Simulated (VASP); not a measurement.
# Al (P6_3/mmc) in VASP: further runs

Al is run at these levels: PBE+D3(BJ); tasks: single point.

Program: VASP 6.6.1. These are calculated values, not measurements. Logs are shortened: lines on timing, memory, paths and dates and some standing lists are left out, and cuts for length are marked.

## Step 1: The cell of the first run

It takes space group P6_3/mmc (No. 194, hexagonal). Conventional cell: a = 2.783 Å, b = 2.783 Å, c = 8.849 Å, α = 90.00°, β = 90.00°, γ = 120.00°. Al (site symmetry -3m) has 12 Al at 2.73 to 2.78 Å within 3.6 Å. Within 3.6 Å of Al (site symmetry -6m2) lie 12 Al at 2.73 to 2.78 Å.

This isn't the form of Al at room conditions, which is fcc.

## Step 2: Single point, PBE+D3(BJ) (14.84 Å³/atom)

INCAR

```
PREC     = Accurate       # precision mode
ENCUT    = 520            # plane-wave cutoff, eV
EDIFF    = 1E-6           # SCF threshold, eV
ISMEAR   = 0              # smearing method
SIGMA    = 0.15           # smearing width, eV
LREAL    = F              # projectors in reciprocal space
LASPH    = T              # aspherical terms in the spheres
NELM     = 100            # most SCF steps
ALGO     = Fast           # electronic algorithm
ISIF     = 2              # what is computed and relaxed
LWAVE    = F              # write WAVECAR
LCHARG   = F              # write CHGCAR
GGA      = PE             # functional
IVDW     = 12             # dispersion correction
NBANDS   = 14             # bands
```

KPOINTS

```
Automatic mesh
0
Gamma
  18 18 6
```

POSCAR

```
Al
1.0
    2.7830175766      0.0000000000      0.0000000000
   -1.3915087883      2.4101639205      0.0000000000
    0.0000000000      0.0000000000      8.8491609882
Al
4
Direct
    0.0000000000      0.0000000000      0.0000000000
    0.3333333333      0.6666666667      0.2500000000
    0.0000000000      0.0000000000      0.5000000000
    0.6666666667      0.3333333333      0.7500000000
```

Potentials or basis: VASP PAW PBE potentials, release 64 (Al).

On the command line:

```sh
> cat potpaw_PBE.64/Al/POTCAR > POTCAR
> mpirun -np 1 vasp_std > vasp.out
```

OUTCAR:

```text
PREC = Accurate
   ENCUT = 520
   EDIFF = 1E-6
   ISMEAR = 0
   LREAL = F
   LASPH = T
   NELM = 100
   ISIF = 2
   GGA = PE
   IVDW = 12
 IVDW          = 12

 ion  position               nearest neighbor table
   1  0.000  0.000  0.000-   2 2.73   4 2.73   2 2.73   4 2.73   4 2.73   2 2.73
   2  0.333  0.667  0.250-   1 2.73   3 2.73   1 2.73   3 2.73   1 2.73   3 2.73
   3  0.000  0.000  0.500-   2 2.73   4 2.73   2 2.73   4 2.73   4 2.73   2 2.73
   4  0.667  0.333  0.750-   1 2.73   3 2.73   1 2.73   3 2.73   1 2.73   3 2.73

  LATTYP: Found a hexagonal cell.
 ALAT       =     2.7830175766
 C/A-ratio  =     3.1797000000

  Lattice vectors:

 A1 = (   2.7830175766,   0.0000000000,   0.0000000000)
 A2 = (  -1.3915087883,   2.4101639205,   0.0000000000)
 A3 = (   0.0000000000,   0.0000000000,   8.8491609882)

Analysis of symmetry for initial positions (statically):
=====================================================================
 Subroutine PRICEL returns:
 Original cell was already a primitive cell.

 Routine SETGRP: Setting up the symmetry group for a
 hexagonal supercell.

 Subroutine GETGRP returns: Found 24 space group operations
 (whereof 12 operations were pure point group operations)
 out of a pool of 24 trial point group operations.

The static configuration has the point symmetry D_3d.
 The point group associated with its full space group is D_6h.

Analysis of symmetry for dynamics (positions and initial velocities):
=====================================================================
 Subroutine PRICEL returns:
 Original cell was already a primitive cell.

 Routine SETGRP: Setting up the symmetry group for a
 hexagonal supercell.

 Subroutine GETGRP returns: Found 24 space group operations
 (whereof 12 operations were pure point group operations)
 out of a pool of 24 trial point group operations.

The dynamic configuration has the point symmetry D_3d.
 The point group associated with its full space group is D_6h.

 Subroutine INISYM returns: Found 24 space group operations
 (whereof 12 operations are pure point group operations),
 and found     1 'primitive' translations

----------------------------------------------------------------------------------------

                                     Primitive cell

  volume of cell :      59.3560

  direct lattice vectors                    reciprocal lattice vectors
     2.783017577  0.000000000  0.000000000     0.359322201  0.207454769  0.000000000
    -1.391508788  2.410163921  0.000000000     0.000000000  0.414909539  0.000000000
     0.000000000  0.000000000  8.849160988     0.000000000  0.000000000  0.113005064

  length of vectors
     2.783017577  2.783017577  8.849160988     0.414909539  0.414909539  0.113005064

  position of ions in fractional coordinates (direct lattice)
     0.000000000  0.000000000  0.000000000
     0.333333333  0.666666667  0.250000000
     0.000000000  0.000000000  0.500000000
     0.666666667  0.333333333  0.750000000

  ion indices of the primitive-cell ions
   primitive index   ion index
                 1           1
                 2           2
                 3           3
                 4           4

----------------------------------------------------------------------------------------

 KPOINTS: Automatic mesh

Automatic generation of k-mesh.
 Grid dimensions read from file:
 generate k-points for:   18   18    6

 Generating k-lattice:

  Cartesian coordinates                     Fractional coordinates (reciprocal lattice)
     0.019962344  0.011525265  0.000000000     0.055555556  0.000000000  0.000000000
     0.000000000  0.023050530  0.000000000     0.000000000  0.055555556  0.000000000
     0.000000000  0.000000000  0.018834177     0.000000000  0.000000000  0.166666667

  Length of vectors
     0.023050530  0.023050530  0.018834177

  Shift w.r.t. Gamma in fractional coordinates (k-lattice)
     0.000000000  0.000000000  0.000000000

 Subroutine IBZKPT returns following result:
 ===========================================

 Found    148 irreducible k-points:

 Following reciprocal coordinates:
            Coordinates               Weight
  0.000000  0.000000  0.000000      1.000000
  0.055556  0.000000  0.000000      6.000000
  0.111111  0.000000  0.000000      6.000000
  0.166667  0.000000  0.000000      6.000000
  0.222222  0.000000  0.000000      6.000000
  0.277778  0.000000  0.000000      6.000000
[... 16 lines left out ...]
  0.333333  0.111111  0.000000     12.000000
  0.388889  0.111111  0.000000     12.000000
 [... further k-points ...]
   k-points           NKPTS =    148   k-points in BZ     NKDIM =    148   number of bands    NBANDS=     14
   number of dos      NEDOS =    301   number of ions     NIONS =      4
   total plane-waves  NPLWV =  40320
   dimension x,y,z NGX =    24 NGY =   24 NGZ =   70
   dimension x,y,z NGXF=    48 NGYF=   48 NGZF=  140
   ions per type =               4
   NGX,Y,Z   is equivalent  to a cutoff of  14.34, 14.34, 13.15 a.u.
   NGXF,Y,Z  is equivalent  to a cutoff of  28.67, 28.67, 26.30 a.u.
 SYSTEM =  unknown system
   PREC   = accura    normal or accurate (medium, high low for compatibility)
   ISTART =      0    job   : 0-new  1-cont  2-samecut
   ICHARG =      2    charge: 1-file 2-atom 10-const
   ISPIN  =      1    spin polarized calculation?
   LNONCOLLINEAR =      F non collinear calculations
   LSORBIT =      F    spin-orbit coupling
   LASPH  =      T    aspherical Exc in radial PAW
   ENCUT  =  520.0 eV  38.22 Ry    6.18 a.u.   5.17  5.17 16.45*2*pi/ulx,y,z
   NELM   =    100;   NELMIN=  2; NELMDL= -5     # of ELM steps
   EDIFF  = 0.1E-05   stopping-criterion for ELM
   LREAL  =      F    real-space projection
   EDIFFG = 0.1E-04   stopping-criterion for IOM
   NSW    =      0    number of steps for IOM
   IBRION =     -1    ionic relax: 0-MD 1-quasi-New 2-CG
   NFREE  =      0    steps in history (QN), initial steepest desc. (CG)
   ISIF   =      2    stress and relaxation
   ISYM   =      2    0-nonsym 1-usesym 2-fastsym
   POTIM  = 0.5000    time-step for ionic-motion
   TEBEG  =    0.0;   TEEND  =   0.0 temperature during run
   PSTRESS=    0.0 pullay stress
   NELECT =      12.0000    total number of electrons
   NUPDOWN=      -1.0000    fix difference up-down
   EMIN   =  10.00;   EMAX   =-10.00  energy-range for DOS
   EFERMI =   0.00;   METHOD = LEGACY
   ISMEAR =     0;   SIGMA  =   0.15  broadening in eV -4-tet -1-fermi 0-gaus
   EFERMI_NEDOS =   21; number of points for ismear=-14 and -15
   IALGO  =     68    algorithm
   IMIX   =      4    mixing-type and parameters
     AMIX     =   0.40;   BMIX     =  1.00
     AMIX_MAG =   1.60;   BMIX_MAG =  1.00
  volume/ion in A,a.u.               =      14.84       100.14
  Fermi-wavevector in a.u.,A,eV,Ry     =   0.960831  1.815707 12.560849  0.923196
  Thomas-Fermi vector in A             =   2.090150
   LORBIT       =      0    0 simple, 1 ext, 2 COOP (PROOUT), +10 PAW based schemes
   GGA     = PE    functional components
   LHFCALC =     F    Hartree Fock is set to
   AEXX    =    0.0000 exact exchange contribution
   IVDW    =    12    specifies the selected vdW correction
   LEPSILON=     F    determine dielectric tensor
   LRPA    =     F    only Hartree local field effects (RPA)
 non-spin polarized calculation
 RMM-DIIS sequential band-by-band and
 Gauss-broadening in eV      SIGMA  =   0.15
  energy-cutoff  :      520.00
  volume of cell :       59.36
 maximum number of plane-waves:      1619
 NGX is ok and might be reduce to    24
   NGX = 11   NGY = 11   NGZ = 33

 number of electron      12.0000000 magnetization

 Free energy of the ion-electron system (eV)
  ---------------------------------------------------
  ext. energy  EPLUGINS =         0.00000000
  ---------------------------------------------------
  free energy    TOTEN  =       -14.71961392 eV

  energy without entropy =      -14.70394775  energy(sigma->0) =      -14.71178083

 E-fermi :   9.1389     XC(G=0): -10.5872

 val. band max:        9.1228103538   @ k =   0.3889   0.2222   0.3333
 cond. band min:       9.1446031803   @ k =   0.3889   0.0000   0.0000
 fundamental gap:      0.0217928265
 Fermi energy:         9.1388598910

 k-point     1 :       0.0000    0.0000    0.0000
  band No.  band energies     occupation
      1      -2.7373      2.00000
      2      -0.8627      2.00000
      3      -0.8612      2.00000
      4       4.2945      2.00000
      5       4.9680      2.00000
      6      13.3404      0.00000
      7      13.3609      0.00000
      8      20.2215      0.00000
      9      20.2215      0.00000
     10      20.3311      0.00000
     11      20.3311      0.00000
     12      21.2952      0.00000
     13      21.3477      0.00000
     14      21.4417      0.00000

 k-point     2 :       0.0556    0.0000    0.0000
  band No.  band energies     occupation
      1      -2.6587      2.00000
      2      -0.7852      2.00000
      3      -0.7838      2.00000
      4       4.3665      2.00000
      5       5.0437      2.00000
      6      13.3957      0.00000
      7      13.4216      0.00000
      8      18.5212      0.00000
      9      19.1474      0.00000
     10      19.9456      0.00000
     11      20.0298      0.00000
     12      20.5203      0.00000
     13      20.6352      0.00000
     14      20.6709      0.00000

 k-point     3 :       0.1111    0.0000    0.0000
  band No.  band energies     occupation
      1      -2.4232      2.00000
      2      -0.5532      2.00000
      3      -0.5519      2.00000
      4       4.5823      2.00000
      5       5.2695      2.00000
      6      13.5381      0.00000
      7      13.5945      0.00000
      8      16.4324      0.00000
      9      17.8678      0.00000
     10      17.9754      0.00000
     11      18.1534      0.00000
     12      19.7100      0.00000
     13      19.7178      0.00000
     14      19.7266      0.00000

 k-point     4 :       0.1667    0.0000    0.0000
  band No.  band energies     occupation
      1      -2.0318      2.00000
      2      -0.1675      2.00000
      3      -0.1665      2.00000
      4       4.9419      2.00000
      5       5.6413      2.00000
      6      13.4663      0.00000
      7      13.8129      0.00000
      8      14.6819      0.00000
      9      15.7796      0.00000
     10      15.9869      0.00000
     11      17.2929      0.00000
     12      18.7329      0.00000
     13      18.8704      0.00000
     14      18.8705      0.00000

 k-point     5 :       0.2222    0.0000    0.0000
  band No.  band energies     occupation
      1      -1.4858      2.00000
      2       0.3704      2.00000
      3       0.3710      2.00000
      4       5.4451      2.00000
      5       6.1486      2.00000
      6      11.9669      0.00000
      7      13.3628      0.00000
      8      13.7163      0.00000
      9      14.6212      0.00000
     10      14.8668      0.00000
     11      16.5664      0.00000
[... 276 lines left out ...]
 k-point    22 :       0.2778    0.1111    0.0000
  band No.  band energies     occupation
      1       0.2916      2.00000
      2       2.1183      2.00000
      3       2.1202      2.00000
      4       7.0862      2.00000
      5       7.4407      2.00000
      6       8.8144      1.99778
      7      10.1597      0.00000
      8      10.2643      0.00000
      9      12.3343      0.00000
     10      13.8820      0.00000
     11      14.2084      0.00000
     12      15.0212      0.00000
     13      15.7578      0.00000
     14      16.7155      0.00000

 k-point    23 :       0.3333    0.1111    0.0000
  band No.  band energies     occupation
      1       1.2850      2.00000
      2       3.0898      2.00000
      3       3.0949      2.00000
      4       6.5486      2.00000
      5       7.8938      2.00000
      6       8.2791      2.00000
      7       8.6473      2.00000
      8       9.2692      0.21918
      9      11.9295      0.00000
     10      13.1515      0.00000
     11      13.7443      0.00000
     12      13.8541      0.00000
     13      14.7467      0.00000
     14      17.2576      0.00000

 k-point    24 :       0.3889    0.1111    0.0000
  band No.  band energies     occupation
      1       2.4204      2.00000
      2       4.1797      2.00000
      3       4.1954      2.00000
      4       5.0913      2.00000
      5       6.9338      2.00000
      6       6.9511      2.00000
      7       9.1766      0.72182
      8       9.9757      0.00000
      9      11.5346      0.00000
     10      11.7584      0.00000
     11      13.1665      0.00000
     12      13.5660      0.00000
     13      14.0133      0.00000
     14      18.0145      0.00000

 [... further k-points ...]

------------------------ aborting loop because EDIFF is reached ----------------------------------------

 Edisp (eV)   -1.50238

 E8    (eV) :    -0.6730

  FORCE on cell =-STRESS in cart. coord.  units (eV):
  Direction    XX          YY          ZZ          XY          YZ          ZX
  --------------------------------------------------------------------------------------
  -------------------------------------------------------------------------------------
  Total       1.94816     1.94816     3.43366     0.00000     0.00000     0.00000
  in kB      52.58615    52.58615    92.68367     0.00000     0.00000     0.00000
  external pressure =       65.95 kB  Pullay stress =        0.00 kB

 VOLUME and BASIS-vectors are now :
 -----------------------------------------------------------------------------
  energy-cutoff  :      520.00
  volume of cell :       59.36
      direct lattice vectors                 reciprocal lattice vectors
     2.783017577  0.000000000  0.000000000     0.359322201  0.207454769  0.000000000
    -1.391508788  2.410163921  0.000000000     0.000000000  0.414909539  0.000000000
     0.000000000  0.000000000  8.849160988     0.000000000  0.000000000  0.113005064

 POSITION                                       TOTAL-FORCE (eV/Angst)
 -----------------------------------------------------------------------------------
      0.00000      0.00000      0.00000        -0.000000      0.000000      0.000000
     -0.00000      1.60678      2.21229         0.000000     -0.000000     -0.000000
      0.00000      0.00000      4.42458        -0.000000      0.000000      0.000000
      1.39151      0.80339      6.63687        -0.000000      0.000000     -0.000000
 -----------------------------------------------------------------------------------
    total drift:                               -0.000000      0.000000      0.000000

  FREE ENERGIE OF THE ION-ELECTRON SYSTEM (eV)
  ---------------------------------------------------
  free  energy   TOTEN  =       -16.2219917580 eV

  energy  without entropy=      -16.2063255896  energy(sigma->0) =      -16.21415867
```

Wall time 48 s (1 thread of Intel Xeon 6975P-C (Granite Rapids), shared host); peak memory 0.25 GiB.

Results:

```
Free energy                : -16.2220 eV
Pressure                   : 6.6 GPa
Band gap on the k mesh     : zero (bands 6 and 7 overlap by 6.19 eV)
Dispersion energy per atom : -0.376 eV
```

Caveat: the cell stands under pressure.

(Continued in part 2 of 3.)
